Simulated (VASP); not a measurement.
Wanted: the native input for a VASP 6.6.1 run.

```
Task                   : single point
Functional             : PBE
Potentials or basis    : VASP PAW PBE potentials, release 64 (Y_sv, Nb_sv, O)
Cutoff                 : 520 eV
k mesh                 : 3 × 3 × 4
Occupations            : gaussian, width 0.1 eV
Spin                   : collinear spin, zero start
Starting moments       : [0.0, 0.0, 0.0, 0.0, 0.0, 0.0, 0.0, 0.0] μB
Dipole correction      : no
Further INCAR settings : ALGO = Normal; EDIFF = 1e-07; NBANDS = 48
```

The structure of YNb2O5 lies in POSCAR:

```
YNb2O5
1.0
    6.6402291296      0.0000000000      0.0000000000
   -3.3201145648      5.7506071132      0.0000000000
    0.0000000000      0.0000000000      3.9150918065
Y Nb O
1 2 5
Direct
    0.0000000000      0.0000000000      0.0000000000
    0.3333333333      0.6666666667      0.5000000000
    0.6666666667      0.3333333333      0.5000000000
    0.3333333333      0.6666666667      0.0000000000
    0.0000000000      0.5000000000      0.5000000000
    0.5000000000      0.5000000000      0.5000000000
    0.5000000000      0.0000000000      0.5000000000
    0.6666666667      0.3333333333      0.0000000000
```

The cell was built from a structure type or drawn by symmetry, and may not be a known phase.

The input as run:

INCAR

```
SYSTEM = YNb2O5
PREC = Accurate ; ENCUT = 520
EDIFF = 1E-7 ; ISMEAR = 0
SIGMA = 0.1 ; LREAL = .False.
LASPH = .True. ; NELM = 150
ALGO = Normal ; ISIF = 2
LWAVE = .False. ; LCHARG = .False.
ISPIN = 2 ; MAGMOM = 0 0 0 0 0 0 0 0
LORBIT = 11 ; LMAXMIX = 4
GGA = PE ; NBANDS = 48
```

KPOINTS

```
Automatic mesh
0
Gamma
  3 3 4
  0 0 0
```

Potentials or basis: VASP PAW PBE potentials, release 64 (Y_sv, Nb_sv, O).

The run is started by

```sh
$ cat potpaw_PBE.64/Y_sv/POTCAR potpaw_PBE.64/Nb_sv/POTCAR potpaw_PBE.64/O/POTCAR > POTCAR
$ mpirun -np 1 vasp_std > vasp.out
```

Results of the run:

```yaml
Pressure: -0.2 GPa
Net_moment: 0.00 μB per cell
Valence_electrons_inside_the_program's_atomic_spheres: Y 8.91; Nb 10.54; O 5.04, 5.06 (each value once)
```

Caveat: the k points lie up to 0.40 Å⁻¹ apart.

Run time: 120 s on 1 thread of Intel(R) Xeon(R) 6975P-C (Granite Rapids) (shared host), peak memory 0.37 GiB.
